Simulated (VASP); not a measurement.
# GaN (F-43m) in VASP: notebook

The runs below take GaN through single point, with r2SCANh, PBEsol-based screened hybrid with 25 % exact exchange, r2SCAN+D4.

All numbers are computed with VASP 6.6.1; they aren't measurements. Logs are shortened: lines on timing, memory, paths and dates and some standing lists are left out, and cuts for length are marked.

## 1. The cell of the first run

Symmetry: F-43m, No. 216, cubic system. The conventional cell has a = 4.507 Å, b = 4.507 Å, c = 4.507 Å, α = 90.00°, β = 90.00°, γ = 90.00°. Within 2.6 Å of Ga (site symmetry -43m) lie 4 N at 1.95 Å. N (site symmetry -43m) has 4 Ga at 1.95 Å within 2.6 Å.

## 2. Single point, r2SCANh

The input, POSCAR:

```
GaN
1.0
    0.0000000000      2.2535006075      2.2535006075
    2.2535006075      0.0000000000      2.2535006075
    2.2535006075      2.2535006075      0.0000000000
Ga N
1 1
Direct
    0.0000000000      0.0000000000      0.0000000000
    0.2500000000      0.2500000000      0.2500000000
```

The input, INCAR.step1:

```
ALGO = Normal
EDIFF = 1E-5
ENCUT = 520
GGA = PE
ISIF = 2
ISMEAR = -1
LASPH = True
LREAL = False
LWAVE = True
NBANDS = 16
NELM = 60
PREC = Accurate
SIGMA = 0.05
```

The input, INCAR.step2:

```
AEXX = 0.1
ALGO = Normal
EDIFF = 1E-6
ENCUT = 520
ISIF = 2
ISMEAR = -1
ISTART = 1
LASPH = True
LCHARG = True
LELF = True
LHFCALC = True
LMIXTAU = True
LREAL = False
LVHAR = True
LWAVE = False
METAGGA = R2SCAN
NBANDS = 16
NELM = 60
PREC = Accurate
PRECFOCK = Normal
SIGMA = 0.05
```

The input, KPOINTS:

```
k-points
0
Gamma
  5 5 5
```

Potentials or basis: VASP PAW PBE potentials, release 64 (Ga_d, N).

The run is started by

```sh
$ cat potpaw_PBE.64/Ga_d/POTCAR potpaw_PBE.64/N/POTCAR > POTCAR
$ cp INCAR.step1 INCAR
$ mpirun -np 1 vasp_std > vasp.out
$ cp INCAR.step2 INCAR
$ mpirun -np 1 vasp_std > vasp.out
```

OUTCAR:

```text
AEXX = 0.1
   EDIFF = 1E-6
   ENCUT = 520
   ISIF = 2
   ISMEAR = -1
   ISTART = 1
   LASPH = True
   LHFCALC = True
   LREAL = False
   METAGGA = R2SCAN
   NELM = 60
   PREC = Accurate
   PRECFOCK = Normal

 ion  position               nearest neighbor table
   1  0.000  0.000  0.000-   2 1.95   2 1.95   2 1.95   2 1.95
   2  0.250  0.250  0.250-   1 1.95   1 1.95   1 1.95   1 1.95

  LATTYP: Found a face centered cubic cell.
 ALAT       =     4.5070012150

  Lattice vectors:

 A1 = (   0.0000000000,   2.2535006075,   2.2535006075)
 A2 = (   2.2535006075,   0.0000000000,   2.2535006075)
 A3 = (   2.2535006075,   2.2535006075,   0.0000000000)

Analysis of symmetry for initial positions (statically):
=====================================================================
 Subroutine PRICEL returns:
 Original cell was already a primitive cell.

 Routine SETGRP: Setting up the symmetry group for a
 face centered cubic supercell.

 Subroutine GETGRP returns: Found 24 space group operations
 (whereof 24 operations were pure point group operations)
 out of a pool of 48 trial point group operations.

The static configuration has the point symmetry T_d .

Analysis of symmetry for dynamics (positions and initial velocities):
=====================================================================
 Subroutine PRICEL returns:
 Original cell was already a primitive cell.

 Routine SETGRP: Setting up the symmetry group for a
 face centered cubic supercell.

 Subroutine GETGRP returns: Found 24 space group operations
 (whereof 24 operations were pure point group operations)
 out of a pool of 48 trial point group operations.

The dynamic configuration has the point symmetry T_d .

 Subroutine INISYM returns: Found 24 space group operations
 (whereof 24 operations are pure point group operations),
 and found     1 'primitive' translations

----------------------------------------------------------------------------------------

                                     Primitive cell

  volume of cell :      22.8877

  direct lattice vectors                    reciprocal lattice vectors
     0.000000000  2.253500607  2.253500607    -0.221877020  0.221877020  0.221877020
     2.253500607  0.000000000  2.253500607     0.221877020 -0.221877020  0.221877020
     2.253500607  2.253500607  0.000000000     0.221877020  0.221877020 -0.221877020

  length of vectors
     3.186931122  3.186931122  3.186931122     0.384302272  0.384302272  0.384302272

  position of ions in fractional coordinates (direct lattice)
     0.000000000  0.000000000  0.000000000
     0.250000000  0.250000000  0.250000000

  ion indices of the primitive-cell ions
   primitive index   ion index
                 1           1
                 2           2

----------------------------------------------------------------------------------------

 KPOINTS: k-points

Automatic generation of k-mesh.
 Grid dimensions read from file:
 generate k-points for:    5    5    5

 Generating k-lattice:

  Cartesian coordinates                     Fractional coordinates (reciprocal lattice)
    -0.044375404  0.044375404  0.044375404     0.200000000  0.000000000  0.000000000
     0.044375404 -0.044375404  0.044375404     0.000000000  0.200000000  0.000000000
     0.044375404  0.044375404 -0.044375404     0.000000000  0.000000000  0.200000000

  Length of vectors
     0.076860454  0.076860454  0.076860454

  Shift w.r.t. Gamma in fractional coordinates (k-lattice)
     0.000000000  0.000000000  0.000000000

 Subroutine IBZKPT returns following result:
 ===========================================

 Found     10 irreducible k-points:

 Following reciprocal coordinates:
            Coordinates               Weight
  0.000000  0.000000  0.000000      1.000000
  0.200000  0.000000  0.000000      8.000000
  0.400000  0.000000  0.000000      8.000000
  0.200000  0.200000  0.000000      6.000000
  0.400000  0.200000  0.000000     24.000000
 -0.400000  0.200000  0.000000     24.000000
 -0.200000  0.200000  0.000000     12.000000
  0.400000  0.400000  0.000000      6.000000
 -0.400000  0.400000  0.000000     12.000000
 -0.400000  0.400000  0.200000     24.000000
   k-points           NKPTS =     10   k-points in BZ     NKDIM =    125   number of bands    NBANDS=     16
   number of dos      NEDOS =    301   number of ions     NIONS =      2
   total plane-waves  NPLWV =  13824
   dimension x,y,z NGX =    24 NGY =   24 NGZ =   24
   dimension x,y,z NGXF=    48 NGYF=   48 NGZF=   48
   ions per type =               1   1
   NGX,Y,Z   is equivalent  to a cutoff of  12.52, 12.52, 12.52 a.u.
   NGXF,Y,Z  is equivalent  to a cutoff of  25.04, 25.04, 25.04 a.u.
 SYSTEM =  unknown system
   PREC   = accura    normal or accurate (medium, high low for compatibility)
   ISTART =      1    job   : 0-new  1-cont  2-samecut
   ICHARG =      0    charge: 1-file 2-atom 10-const
   ISPIN  =      1    spin polarized calculation?
   LNONCOLLINEAR =      F non collinear calculations
   LSORBIT =      F    spin-orbit coupling
   LASPH  =      T    aspherical Exc in radial PAW
   ENCUT  =  520.0 eV  38.22 Ry    6.18 a.u.   5.93  5.93  5.93*2*pi/ulx,y,z
   NELM   =     60;   NELMIN=  2; NELMDL=  0     # of ELM steps
   EDIFF  = 0.1E-05   stopping-criterion for ELM
   LREAL  =      F    real-space projection
   EDIFFG = 0.1E-04   stopping-criterion for IOM
   NSW    =      0    number of steps for IOM
   IBRION =     -1    ionic relax: 0-MD 1-quasi-New 2-CG
   NFREE  =      0    steps in history (QN), initial steepest desc. (CG)
   ISIF   =      2    stress and relaxation
   ISYM   =      3    0-nonsym 1-usesym 2-fastsym
   POTIM  = 0.5000    time-step for ionic-motion
   TEBEG  =    0.0;   TEEND  =   0.0 temperature during run
   PSTRESS=    0.0 pullay stress
   NELECT =      18.0000    total number of electrons
   NUPDOWN=      -1.0000    fix difference up-down
   EMIN   =  10.00;   EMAX   =-10.00  energy-range for DOS
   EFERMI =   0.00;   METHOD = LEGACY
   ISMEAR =    -1;   SIGMA  =   0.05  broadening in eV -4-tet -1-fermi 0-gaus
   EFERMI_NEDOS =   21; number of points for ismear=-14 and -15
   IALGO  =     38    algorithm
   IMIX   =      1    mixing-type and parameters
     AMIX     =   0.40;   BMIX     =  1.00
     AMIX_MAG =   1.60;   BMIX_MAG =  1.00
  volume/ion in A,a.u.               =      11.44        77.23
  Fermi-wavevector in a.u.,A,eV,Ry     =   1.511117  2.855596 31.068543  2.283473
  Thomas-Fermi vector in A             =   2.621216
   LORBIT       =      0    0 simple, 1 ext, 2 COOP (PROOUT), +10 PAW based schemes
   METAGGA = R2SCAN    functional components
   LHFCALC =     T    Hartree Fock is set to
   PRECFOCK=normal    Normal, Fast or Accurate (Low or Medium for compatibility)
   ENCUT4O =  -1.0   cutoff for four orbital integrals eV
   NKREDX  =     1    reduce k-point grid by
   NKREDY  =     1    reduce k-point grid by
   NKREDZ  =     1    reduce k-point grid by
   AEXX    =    0.1000 exact exchange contribution
   HFSCREEN=    0.0000 screening length (either q_TF or 0.3 A-1)
   HFSCREENC=   0.0000 screening length for correlation (either q_TF or 0.3 A-1)
   ENCUTFOCK=  -1.0 apply spherical cutoff to Coloumb kernel
   IVDW    =     0    specifies the selected vdW correction
   LEPSILON=     F    determine dielectric tensor
   LRPA    =     F    only Hartree local field effects (RPA)
 non-spin polarized calculation
  energy-cutoff  :      520.00
  volume of cell :       22.89
 maximum number of plane-waves:       629
  NGX = 18; NGY = 18; NGZ = 18

 number of electron      18.0000004 magnetization

 Free energy of the ion-electron system (eV)
  ---------------------------------------------------
  ext. energy  EPLUGINS =         0.00000000
  ---------------------------------------------------
  free energy    TOTEN  =       -22.36154676 eV

  energy without entropy =      -22.36154676  energy(sigma->0) =      -22.36154676

 E-fermi :   5.6444     XC(G=0): -11.4892

 val. band max:        4.5849221528   @ k =   0.0000   0.0000   0.0000
 cond. band min:       7.4443184867   @ k =   0.0000   0.0000   0.0000
 fundamental gap:      2.8593963339
 Fermi energy:         5.6443702181

 k-point     1 :       0.0000    0.0000    0.0000
  band No.  band energies     occupation
      1     -12.6441      2.00000
      2     -10.0823      2.00000
      3     -10.0823      2.00000
      4     -10.0823      2.00000
      5      -9.7398      2.00000
      6      -9.7398      2.00000
[... 8 lines left out ...]
     15      25.1495      0.00000
     16      25.1495      0.00000

 k-point     2 :       0.2000    0.0000    0.0000
  band No.  band energies     occupation
      1     -12.2662      2.00000
      2     -10.0362      2.00000
      3     -10.0362      2.00000
      4      -9.8474      2.00000
      5      -9.7400      2.00000
      6      -9.7400      2.00000
[... 8 lines left out ...]
     15      22.9275      0.00000
     16      22.9275      0.00000

 k-point     3 :       0.4000    0.0000    0.0000
  band No.  band energies     occupation
      1     -11.8196      2.00000
      2      -9.9913      2.00000
      3      -9.9912      2.00000
      4      -9.7076      2.00000
      5      -9.7076      2.00000
      6      -8.7999      2.00000
[... 8 lines left out ...]
     15      25.0915      0.00000
     16      25.0915      0.00000

 k-point     4 :       0.2000    0.2000    0.0000
  band No.  band energies     occupation
      1     -12.1511      2.00000
      2      -9.9849      2.00000
      3      -9.9849      2.00000
      4      -9.8993      2.00000
      5      -9.7135      2.00000
      6      -9.7040      2.00000
[... 8 lines left out ...]
     15      27.0926      0.00000
     16      27.9472      0.00000

 k-point     5 :       0.4000    0.2000    0.0000
  band No.  band energies     occupation
      1     -11.7790      2.00000
      2      -9.9606      2.00000
      3      -9.9179      2.00000
      4      -9.8218      2.00000
      5      -9.6903      2.00000
      6      -8.9059      2.00000
[... 8 lines left out ...]
     15      26.6663      0.00000
     16      27.3547      0.00000

 k-point     6 :      -0.4000    0.2000    0.0000
  band No.  band energies     occupation
      1     -11.6927      2.00000
      2      -9.9724      2.00000
      3      -9.9179      2.00000
      4      -9.7528      2.00000
      5      -9.7160      2.00000
      6      -8.2119      2.00000
[... 8 lines left out ...]
     15      25.0358      0.00000
     16      26.6598      0.00000

 k-point     7 :      -0.2000    0.2000    0.0000
  band No.  band energies     occupation
      1     -11.9003      2.00000
      2      -9.9862      2.00000
      3      -9.9770      2.00000
      4      -9.7614      2.00000
      5      -9.7489      2.00000
      6      -9.2400      2.00000
[... 8 lines left out ...]
     15      23.8252      0.00000
     16      27.0344      0.00000

 k-point     8 :       0.4000    0.4000    0.0000
  band No.  band energies     occupation
      1     -11.6501      2.00000
      2      -9.9458      2.00000
      3      -9.8092      2.00000
      4      -9.8091      2.00000
      5      -9.6708      2.00000
      6      -8.4360      2.00000
[... 8 lines left out ...]
     15      28.6858      0.00000
     16      29.8529      0.00000

 k-point     9 :      -0.4000    0.4000    0.0000
  band No.  band energies     occupation
      1     -11.6113      2.00000
      2      -9.9432      2.00000
      3      -9.8127      2.00000
      4      -9.8068      2.00000
      5      -9.6900      2.00000
      6      -7.8673      2.00000
[... 8 lines left out ...]
     15      28.1009      0.00000
     16      29.4453      0.00000

 k-point    10 :      -0.4000    0.4000    0.2000
  band No.  band energies     occupation
      1     -11.6363      2.00000
      2      -9.9271      2.00000
      3      -9.8961      2.00000
      4      -9.7758      2.00000
      5      -9.7125      2.00000
      6      -8.0264      2.00000
[... 8 lines left out ...]
     15      25.8308      0.00000
     16      29.8438      0.00000

------------------------ aborting loop because EDIFF is reached ----------------------------------------

  FORCE on cell =-STRESS in cart. coord.  units (eV):
  Direction    XX          YY          ZZ          XY          YZ          ZX
  --------------------------------------------------------------------------------------
  -------------------------------------------------------------------------------------
  Total       -0.2451595     -0.2451595     -0.2451595      0.0000000      0.0000000     -0.0000000
  in kB      -17.1615413    -17.1615413    -17.1615413      0.0000000      0.0000000     -0.0000000
  external PRESSURE =     -17.1615413 kB  Pullay stress =       0.0000000 kB

 VOLUME and BASIS-vectors are now :
 -----------------------------------------------------------------------------
  energy-cutoff  :      520.00
  volume of cell :       22.89
      direct lattice vectors                 reciprocal lattice vectors
     0.000000000  2.253500607  2.253500607    -0.221877020  0.221877020  0.221877020
     2.253500607  0.000000000  2.253500607     0.221877020 -0.221877020  0.221877020
     2.253500607  2.253500607  0.000000000     0.221877020  0.221877020 -0.221877020

 POSITION                                       TOTAL-FORCE (eV/Angst)
 -----------------------------------------------------------------------------------
      0.00000      0.00000      0.00000        -0.000000      0.000000     -0.000000
      1.12675      1.12675      1.12675         0.000000     -0.000000      0.000000
 -----------------------------------------------------------------------------------
    total drift:                                0.000098      0.000020      0.000046

  FREE ENERGIE OF THE ION-ELECTRON SYSTEM (eV)
  ---------------------------------------------------
  free  energy   TOTEN  =       -22.3615467594 eV

  energy  without entropy=      -22.3615467594  energy(sigma->0) =      -22.36154676
```

Run time: 10 min. Hardware: 1 thread of AMD EPYC 7R43 (Zen 3), shared host; peak memory 0.12 GiB.

What came out:

- Free energy: -22.3615 eV
- Pressure: -1.7 GPa
- Band gap on the k mesh: 2.86 eV

Levels at points of the mesh, in eV from the valence-band top:
| k point | band 6 | band 7 | band 8 | band 9 | band 10 | band 11 | band 12 | band 13 |
| --- | --- | --- | --- | --- | --- | --- | --- | --- |
| (0.00, 0.00, 0.00) | -14.32 | 0.00 | 0.00 | 0.00 | 2.86 | 11.86 | 11.86 | 11.86 |

Caveat: the k points lie up to 0.48 Å⁻¹ apart; the PAW data sets were made with another functional, which shifts forces and pressure a little.

(Continued in part 2 of 2.)
